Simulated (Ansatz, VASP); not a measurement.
## One calculation of Bi2Se3, two programs

```
CELL_PARAMETERS angstrom
4.17356 0.00000 0.00000
-2.08678 3.61441 0.00000
0.00000 0.00000 11.37878
ATOMIC_POSITIONS crystal
Bi 0.00000 0.00000 0.17536
Bi 0.00000 0.00000 0.82464
Se 0.33333 0.66667 0.00000
Se 0.66667 0.33333 0.31309
Se 0.66667 0.33333 0.68691
```

Alike in both runs: functional PBE; k mesh 12 × 12 × 4; occupations gaussian, width 0.02 eV; no spin polarisation.

Ansatz relaxed the structure, and its values are those at the end. VASP's run is a single point on that final structure, the one shown.

```csv
,VASP,Ansatz
version,VASP 6.6.1,Ansatz 0.2.0
potentials or method,"VASP PAW PBE potentials, release 64 (Bi_d, Se), cutoff 520 eV","scalar-relativistic, plane waves, PAW"
valence electrons in the cell,48,78
```

|  | VASP | Ansatz | Ansatz less VASP |
| --- | --- | --- | --- |
| gap on the k mesh at the Fermi level (eV) | 0.56 | 0.56 | +0.001 |
| least direct gap on the mesh (eV) | 0.86 | 0.86 | -0.001 |
| pressure (GPa) | 0.0 | 0.0 | -0.01 |
| rms of the force components (eV/Å) | 0.004 | 0.002 | -0.0018 |

With one functional, cell and mesh, what is left measures potentials, basis and numerics. VASP's potentials hold 48 valence electrons a cell and Ansatz's 78, so a difference there can come from the potentials and not from the codes.

Spin-orbit coupling is off throughout.
